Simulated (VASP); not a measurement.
Here is a VASP 6.6.1 calculation.

File INCAR:

```
PREC     = Accurate       # precision mode
ENCUT    = 600            # plane-wave cutoff, eV
EDIFF    = 1E-7           # SCF threshold, eV
ISMEAR   = -1             # smearing method
SIGMA    = 0.05           # smearing width, eV
LREAL    = F              # projectors in reciprocal space
LASPH    = T              # aspherical terms in the spheres
NELM     = 100            # most SCF steps
ALGO     = Normal         # electronic algorithm
ISIF     = 3              # what is computed and relaxed
LWAVE    = F              # write WAVECAR
LCHARG   = F              # write CHGCAR
GGA      = PE             # functional
IVDW     = 13             # dispersion correction
IBRION   = 2              # ionic algorithm
NSW      = 60             # ionic steps
EDIFFG   = -0.01          # ionic threshold
```

KPOINTS

```
Automatic mesh
0
Gamma
  11 11 11
```

Contents of POSCAR:

```
GaN
1.0
    0.0000000000      2.1352350000      2.1352350000
    2.1352350000      0.0000000000      2.1352350000
    2.1352350000      2.1352350000      0.0000000000
Ga N
1 1
Direct
    0.0000000000      0.0000000000      0.0000000000
    0.5000000000      0.5000000000      0.5000000000
```

Potentials or basis: VASP PAW PBE potentials, release 64 (Ga_d, N).

The run is started by

```console
$ cat potpaw_PBE.64/Ga_d/POTCAR potpaw_PBE.64/N/POTCAR > POTCAR
$ mpirun -np 1 vasp_std > vasp.out
```

Task: Predict the dispersion energy per atom.

Result: -0.464 eV.

Task: Predict the relaxed volume.

Result: 9.43 Å³/atom.

Task: Estimate the relaxed cell.

Result: a = 2.987 Å, b = 2.987 Å, c = 2.987 Å, α = 60.00°, β = 60.00°, γ = 60.00°.

The path:
| step | energy change (eV) | largest force (eV/Å) | pressure (GPa) | volume (Å³) |
| --- | --- | --- | --- | --- |
| 1 | 0.0000 | 0.0000 | -6.85 | 19.47 |
| 2 | -0.0026 | 0.0000 | 6.86 | 18.32 |
| 3 | -0.0137 | 0.0000 | -0.01 | 18.85 |
